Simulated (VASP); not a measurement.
# B2H7N2 in VASP: further runs

Runs on B2H7N2. Level: PBE. Tasks: single point.

Program: VASP 6.6.1. These are calculated values, not measurements. Logs are shortened: lines on timing, memory, paths and dates and some standing lists are left out, and cuts for length are marked.

**1. The cell of the first run**

The cell holds a wire or tube with vacuum around it, 22 atoms: a = 12.600 Å, b = 13.800 Å, c = 6.278 Å, α = 90.00°, β = 90.00°, γ = 90.00°.

**2. Single point, PBE**

File INCAR:

```
SYSTEM = B2H7N2
PREC     = Accurate       ! precision mode
ENCUT    = 520            ! plane-wave cutoff, eV
EDIFF    = 1E-7           ! SCF threshold, eV
ISMEAR   = 0              ! smearing method
SIGMA    = 0.05           ! smearing width, eV
LREAL    = Auto         
LASPH    = .True.         ! aspherical terms in the spheres
NELM     = 60             ! most SCF steps
ALGO     = Normal         ! electronic algorithm
ISIF     = 2              ! what is computed and relaxed
LWAVE    = .False.        ! write WAVECAR
LCHARG   = .True.         ! write CHGCAR
GGA      = PE             ! functional
LELF     = .True.         ! ELF
LVHAR    = .True.       
NBANDS   = 40             ! bands
```

File KPOINTS:

```
Automatic mesh
0
Gamma
  1 1 6
  0 0 0
```

File POSCAR:

```
B2H7N2
1.0
   12.6000000000      0.0000000000      0.0000000000
    0.0000000000     13.8000000000      0.0000000000
    0.0000000000      0.0000000000      6.2781594097
B N H
4 4 14
Direct
    0.5523610646      0.5000000000      0.0000000000
    0.4349184960      0.5000000000      0.3333333333
    0.4936397803      0.5928640524      0.6666666667
    0.4936397803      0.4071359476      0.6666666667
    0.5523610646      0.5000000000      0.2500000000
    0.4349184960      0.5000000000      0.5833333333
    0.4936397803      0.5928640524      0.9166666667
    0.4936397803      0.4071359476      0.9166666667
    0.6414041407      0.5000000000      0.9368180002
    0.5905223829      0.4396502527      0.3041559998
    0.5905223829      0.5603497473      0.3041559998
    0.3903969579      0.4295919615      0.2701513335
    0.3903969579      0.5704080385      0.2701513335
    0.3585958593      0.5000000000      0.6374893332
    0.4491182422      0.6632720909      0.6034846669
    0.5826828564      0.5928640524      0.6034846669
    0.5318010986      0.6532137997      0.9708226665
    0.4173171436      0.5928640524      0.9708226665
    0.4491182422      0.3367279091      0.6034846669
    0.5826828564      0.4071359476      0.6034846669
    0.5318010986      0.3467862003      0.9708226665
    0.4173171436      0.4071359476      0.9708226665
```

Potentials or basis: VASP PAW PBE potentials, release 64 (B, N, H).

Started as:

```console
$ cat potpaw_PBE.64/B/POTCAR potpaw_PBE.64/N/POTCAR potpaw_PBE.64/H/POTCAR > POTCAR
$ mpirun -np 1 vasp_std > vasp.out
```

OUTCAR:

```text
SYSTEM = B2H7N2
   PREC = Accurate
   ENCUT = 520
   EDIFF = 1E-7
   ISMEAR = 0
   LREAL = Auto
   LASPH = .True.
   NELM = 60
   ISIF = 2
   GGA = PE

 ion  position               nearest neighbor table
   1  0.552  0.500  0.000-   9 1.19   5 1.57   8 1.57   7 1.57
   2  0.435  0.500  0.333-  12 1.19  13 1.19   6 1.57   5 1.57
   3  0.494  0.593  0.667-  16 1.19  15 1.19   7 1.57   6 1.57
   4  0.494  0.407  0.667-  20 1.19  19 1.19   8 1.57   6 1.57
   5  0.552  0.500  0.250-  10 1.02  11 1.02   1 1.57   2 1.57
   6  0.435  0.500  0.583-  14 1.02   2 1.57   4 1.57   3 1.57
   7  0.494  0.593  0.917-  17 1.02  18 1.02   3 1.57   1 1.57
   8  0.494  0.407  0.917-  21 1.02  22 1.02   4 1.57   1 1.57
   9  0.641  0.500  0.937-   1 1.19
  10  0.591  0.440  0.304-   5 1.02
  11  0.591  0.560  0.304-   5 1.02
  12  0.390  0.430  0.270-   2 1.19
  13  0.390  0.570  0.270-   2 1.19
  14  0.359  0.500  0.637-   6 1.02
  15  0.449  0.663  0.603-   3 1.19
  16  0.583  0.593  0.603-   3 1.19
  17  0.532  0.653  0.971-   7 1.02
  18  0.417  0.593  0.971-   7 1.02
  19  0.449  0.337  0.603-   4 1.19
  20  0.583  0.407  0.603-   4 1.19
  21  0.532  0.347  0.971-   8 1.02
  22  0.417  0.407  0.971-   8 1.02

  LATTYP: Found a simple orthorhombic cell.
 ALAT       =     6.2781594097
 B/A-ratio  =     2.0069576412
 C/A-ratio  =     2.1980964642

  Lattice vectors:

 A1 = (   0.0000000000,   0.0000000000,   6.2781594097)
 A2 = (  12.6000000000,   0.0000000000,   0.0000000000)
 A3 = (   0.0000000000,  13.8000000000,   0.0000000000)

Analysis of symmetry for initial positions (statically):
=====================================================================
 Subroutine PRICEL returns:
 Original cell was already a primitive cell.

 Routine SETGRP: Setting up the symmetry group for a
 simple orthorhombic supercell.

 Subroutine GETGRP returns: Found  2 space group operations
 (whereof  2 operations were pure point group operations)
 out of a pool of  8 trial point group operations.

The static configuration has the point symmetry C_1h.

Analysis of symmetry for dynamics (positions and initial velocities):
=====================================================================
 Subroutine PRICEL returns:
 Original cell was already a primitive cell.

 Routine SETGRP: Setting up the symmetry group for a
 simple orthorhombic supercell.

 Subroutine GETGRP returns: Found  2 space group operations
 (whereof  2 operations were pure point group operations)
 out of a pool of  8 trial point group operations.

The dynamic configuration has the point symmetry C_1h.

 Subroutine INISYM returns: Found  2 space group operations
 (whereof  2 operations are pure point group operations),
 and found     1 'primitive' translations

----------------------------------------------------------------------------------------

                                     Primitive cell

  volume of cell :    1091.6464

  direct lattice vectors                    reciprocal lattice vectors
    12.600000000  0.000000000  0.000000000     0.079365079  0.000000000  0.000000000
     0.000000000 13.800000000  0.000000000     0.000000000  0.072463768  0.000000000
     0.000000000  0.000000000  6.278159410     0.000000000  0.000000000  0.159282352

  length of vectors
    12.600000000 13.800000000  6.278159410     0.079365079  0.072463768  0.159282352

  position of ions in fractional coordinates (direct lattice)
     0.552361065  0.500000000  0.000000000
     0.434918496  0.500000000  0.333333333
     0.493639780  0.592864052  0.666666667
     0.493639780  0.407135948  0.666666667
     0.552361065  0.500000000  0.250000000
     0.434918496  0.500000000  0.583333333
[... 14 lines left out ...]
     0.531801099  0.346786200  0.970822666
     0.417317144  0.407135948  0.970822666

  ion indices of the primitive-cell ions
   primitive index   ion index
                 1           1
                 2           2
                 3           3
                 4           4
                 5           5
                 6           6
[... 14 lines left out ...]
                21          21
                22          22

----------------------------------------------------------------------------------------

 KPOINTS: Automatic mesh

Automatic generation of k-mesh.
 Grid dimensions read from file:
 generate k-points for:    1    1    6

 Generating k-lattice:

  Cartesian coordinates                     Fractional coordinates (reciprocal lattice)
     0.079365079  0.000000000  0.000000000     1.000000000  0.000000000  0.000000000
     0.000000000  0.072463768  0.000000000     0.000000000  1.000000000  0.000000000
     0.000000000  0.000000000  0.026547059     0.000000000  0.000000000  0.166666667

  Length of vectors
     0.079365079  0.072463768  0.026547059

  Shift w.r.t. Gamma in fractional coordinates (k-lattice)
     0.000000000  0.000000000  0.000000000

 Subroutine IBZKPT returns following result:
 ===========================================

 Found      4 irreducible k-points:

 Following reciprocal coordinates:
            Coordinates               Weight
  0.000000  0.000000  0.000000      1.000000
  0.000000  0.000000  0.166667      2.000000
  0.000000  0.000000  0.333333      2.000000
  0.000000  0.000000  0.500000      1.000000
   k-points           NKPTS =      4   k-points in BZ     NKDIM =      4   number of bands    NBANDS=     40
   number of dos      NEDOS =    301   number of ions     NIONS =     22
   total plane-waves  NPLWV = 497664
   dimension x,y,z NGX =    96 NGY =  108 NGZ =   48
   dimension x,y,z NGXF=   192 NGYF=  216 NGZF=   96
   ions per type =               4   4  14
   NGX,Y,Z   is equivalent  to a cutoff of  12.67, 13.01, 12.71 a.u.
   NGXF,Y,Z  is equivalent  to a cutoff of  25.33, 26.02, 25.42 a.u.
 SYSTEM =  B2H7N2
   PREC   = accura    normal or accurate (medium, high low for compatibility)
   ISTART =      0    job   : 0-new  1-cont  2-samecut
   ICHARG =      2    charge: 1-file 2-atom 10-const
   ISPIN  =      1    spin polarized calculation?
   LNONCOLLINEAR =      F non collinear calculations
   LSORBIT =      F    spin-orbit coupling
   LASPH  =      T    aspherical Exc in radial PAW
   ENCUT  =  520.0 eV  38.22 Ry    6.18 a.u.  23.43 25.66 11.67*2*pi/ulx,y,z
   NELM   =     60;   NELMIN=  2; NELMDL= -5     # of ELM steps
   EDIFF  = 0.1E-06   stopping-criterion for ELM
   LREAL  =      T    real-space projection
   EDIFFG = 0.1E-05   stopping-criterion for IOM
   NSW    =      0    number of steps for IOM
   IBRION =     -1    ionic relax: 0-MD 1-quasi-New 2-CG
   NFREE  =      0    steps in history (QN), initial steepest desc. (CG)
   ISIF   =      2    stress and relaxation
   ISYM   =      2    0-nonsym 1-usesym 2-fastsym
   POTIM  = 0.5000    time-step for ionic-motion
   TEBEG  =    0.0;   TEEND  =   0.0 temperature during run
   PSTRESS=    0.0 pullay stress
   NELECT =      46.0000    total number of electrons
   NUPDOWN=      -1.0000    fix difference up-down
   EMIN   =  10.00;   EMAX   =-10.00  energy-range for DOS
   EFERMI =   0.00;   METHOD = LEGACY
   ISMEAR =     0;   SIGMA  =   0.05  broadening in eV -4-tet -1-fermi 0-gaus
   EFERMI_NEDOS =   21; number of points for ismear=-14 and -15
   IALGO  =     38    algorithm
   IMIX   =      4    mixing-type and parameters
     AMIX     =   0.40;   BMIX     =  1.00
     AMIX_MAG =   1.60;   BMIX_MAG =  1.00
  volume/ion in A,a.u.               =      49.62       334.85
  Fermi-wavevector in a.u.,A,eV,Ry     =   0.569683  1.076545  4.415621  0.324539
  Thomas-Fermi vector in A             =   1.609425
   LORBIT       =      0    0 simple, 1 ext, 2 COOP (PROOUT), +10 PAW based schemes
   GGA     = PE    functional components
   LHFCALC =     F    Hartree Fock is set to
   AEXX    =    0.0000 exact exchange contribution
   IVDW    =     0    specifies the selected vdW correction
   LEPSILON=     F    determine dielectric tensor
   LRPA    =     F    only Hartree local field effects (RPA)
 non-spin polarized calculation
 Gauss-broadening in eV      SIGMA  =   0.05
  energy-cutoff  :      520.00
  volume of cell :     1091.65
 maximum number of plane-waves:     29447
 NGX is ok and might be reduce to    96
   NGX = 47   NGY = 51   NGZ = 23

 number of electron      46.0000000 magnetization

 Free energy of the ion-electron system (eV)
  ---------------------------------------------------
  ext. energy  EPLUGINS =         0.00000000
  ---------------------------------------------------
  free energy    TOTEN  =      -115.80725267 eV

  energy without entropy =     -115.80725267  energy(sigma->0) =     -115.80725267

 E-fermi :  -4.9219     XC(G=0):  -1.7919

 val. band max:       -5.2282807634   @ k =   0.0000   0.0000   0.5000
 cond. band min:      -0.1542215026   @ k =   0.0000   0.0000   0.0000
 fundamental gap:      5.0740592607
 Fermi energy:        -4.9219436265

 k-point     1 :       0.0000    0.0000    0.0000
  band No.  band energies     occupation
      1     -22.7862      2.00000
      2     -21.6623      2.00000
      3     -21.5182      2.00000
      4     -20.4196      2.00000
      5     -13.1981      2.00000
      6     -13.0592      2.00000
[... 27 lines left out ...]
     34       2.0621      0.00000
     35       2.3282      0.00000

 k-point     2 :       0.0000    0.0000    0.1667
  band No.  band energies     occupation
      1     -22.7628      2.00000
      2     -21.6619      2.00000
      3     -21.5881      2.00000
      4     -20.3680      2.00000
      5     -13.2497      2.00000
      6     -12.9745      2.00000
[... 27 lines left out ...]
     34       2.1038      0.00000
     35       2.3925      0.00000

 k-point     3 :       0.0000    0.0000    0.3333
  band No.  band energies     occupation
      1     -22.7099      2.00000
      2     -21.7215      2.00000
      3     -21.6611      2.00000
      4     -20.2773      2.00000
      5     -13.2811      2.00000
      6     -13.0312      2.00000
[... 27 lines left out ...]
     34       2.2454      0.00000
     35       2.3070      0.00000

 k-point     4 :       0.0000    0.0000    0.5000
  band No.  band energies     occupation
      1     -22.6794      2.00000
      2     -21.7877      2.00000
      3     -21.6607      2.00000
      4     -20.2365      2.00000
      5     -13.2811      2.00000
      6     -13.0999      2.00000
[... 27 lines left out ...]
     34       2.2064      0.00000
     35       2.2928      0.00000
 [bands above 35 left out]

------------------------ aborting loop because EDIFF is reached ----------------------------------------

  FORCE on cell =-STRESS in cart. coord.  units (eV):
  Direction    XX          YY          ZZ          XY          YZ          ZX
  --------------------------------------------------------------------------------------
  -------------------------------------------------------------------------------------
  Total        3.3064327      3.5292585      6.3557386      0.0000000      0.0000000     -0.4085131
  in kB        4.8527542      5.1797891      9.3281310      0.0000000      0.0000000     -0.5995628
  external PRESSURE =       6.4535581 kB  Pullay stress =       0.0000000 kB

 VOLUME and BASIS-vectors are now :
 -----------------------------------------------------------------------------
  energy-cutoff  :      520.00
  volume of cell :     1091.65
      direct lattice vectors                 reciprocal lattice vectors
    12.600000000  0.000000000  0.000000000     0.079365079  0.000000000  0.000000000
     0.000000000 13.800000000  0.000000000     0.000000000  0.072463768  0.000000000
     0.000000000  0.000000000  6.278159410     0.000000000  0.000000000  0.159282352

 POSITION                                       TOTAL-FORCE (eV/Angst)
 -----------------------------------------------------------------------------------
      6.95975      6.90000      0.00000         0.207246     -0.000000      0.438629
      5.47997      6.90000      2.09272        -0.223173     -0.000000      0.813461
      6.21986      8.18152      4.18544        -0.556586      0.252843     -0.519803
      6.21986      5.61848      4.18544        -0.556586     -0.252843     -0.519803
      6.95975      6.90000      1.56954        -0.715025     -0.000000     -0.774767
      5.47997      6.90000      3.66226         0.936790     -0.000000      0.465118
[... 14 lines left out ...]
      6.70069      4.78565      6.09498        -0.207889     -0.118080      0.060176
      5.25820      5.61848      6.09498        -0.076471     -0.407862      0.374995
 -----------------------------------------------------------------------------------
    total drift:                               -0.001402     -0.000000     -0.000987

  FREE ENERGIE OF THE ION-ELECTRON SYSTEM (eV)
  ---------------------------------------------------
  free  energy   TOTEN  =      -115.8072526654 eV

  energy  without entropy=     -115.8072526654  energy(sigma->0) =     -115.80725267
```

Wall time 16 min (1 thread of Intel Xeon 8259CL, shared host); peak memory 0.97 GiB.

What came out:

| Item | Value |
| --- | --- |
| Free energy | -115.8073 eV |
| Largest force | 1.054 eV/Å |
| Band gap on the k mesh | 5.07 eV (least direct gap 5.16 eV) |

Forces in eV/Å, atoms in the order of the input:
```
B    0.207  0.000  0.439
B   -0.223  0.000  0.813
B   -0.557  0.253 -0.520
B   -0.557 -0.253 -0.520
N   -0.715  0.000 -0.775
N    0.937  0.000  0.465
N    0.412 -0.907 -0.200
N    0.412  0.907 -0.200
H    0.439  0.000 -0.206
H    0.265  0.143  0.326
H    0.265 -0.143  0.326
H   -0.274 -0.632 -0.176
H   -0.274  0.632 -0.176
H   -0.254  0.000 -0.262
H   -0.413  0.655 -0.108
H    0.656  0.000  0.006
H   -0.208  0.118  0.060
H   -0.076  0.408  0.375
H   -0.413 -0.655 -0.108
H    0.656  0.000  0.006
H   -0.208 -0.118  0.060
H   -0.076 -0.408  0.375
```

[end of part 1 of 2]
